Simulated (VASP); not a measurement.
Input of a VASP 6.6.1 run:

File POSCAR:

```
Pb
1.0
   -1.9797938587      1.9797938587      1.9797938587
    1.9797938587     -1.9797938587      1.9797938587
    1.9797938587      1.9797938587     -1.9797938587
Pb
1
Direct
    0.0000000000      0.0000000000      0.0000000000
```

File INCAR.step1:

```
SYSTEM = Pb
PREC     = Accurate       ! precision mode
ENCUT    = 520            ! plane-wave cutoff, eV
ISMEAR   = -1             ! smearing method
SIGMA    = 0.1            ! smearing width, eV
LREAL    = .FALSE.        ! projectors in reciprocal space
LASPH    = .TRUE.         ! aspherical terms in the spheres
NELM     = 100            ! most SCF steps
NBANDS   = 13             ! bands
GGA      = PE             ! functional
ALGO     = Normal         ! electronic algorithm
EDIFF    = 1E-4           ! SCF threshold, eV
LWAVE    = .TRUE.         ! write WAVECAR
LCHARG   = .FALSE.        ! write CHGCAR
```

File INCAR.step2:

```
SYSTEM = Pb
PREC     = Accurate       ! precision mode
ENCUT    = 520            ! plane-wave cutoff, eV
EDIFF    = 1E-6           ! SCF threshold, eV
ISMEAR   = -1             ! smearing method
SIGMA    = 0.1            ! smearing width, eV
LREAL    = .FALSE.        ! projectors in reciprocal space
LASPH    = .TRUE.         ! aspherical terms in the spheres
NELM     = 100            ! most SCF steps
ALGO     = Normal         ! electronic algorithm
ISIF     = 2              ! what is computed and relaxed
LWAVE    = .FALSE.        ! write WAVECAR
LCHARG   = .FALSE.        ! write CHGCAR
METAGGA  = R2SCAN         ! meta-GGA
LMIXTAU  = .TRUE.       
NBANDS   = 13             ! bands
ISTART   = 1
```

Contents of KPOINTS:

```
regular mesh
0
G
  13 13 13
  0 0 0
```

Potentials or basis: VASP PAW PBE potentials, release 64 (Pb_d).

The run is started by

```sh
$ cat potpaw_PBE.64/Pb_d/POTCAR > POTCAR
$ cp INCAR.step1 INCAR
$ mpirun -np 1 vasp_std > vasp.out
$ cp INCAR.step2 INCAR
$ mpirun -np 1 vasp_std > vasp.out
```

Question: Predict the pressure.

Answer: -0.1 GPa.

Question: Estimate the band gap on the k mesh.

Answer: Zero (bands 7 and 8 overlap by 9.66 eV).

Caveat: the PAW data sets were made with another functional, which shifts forces and pressure a little; spin-orbit coupling is left out, which moves the levels of the heavy elements.
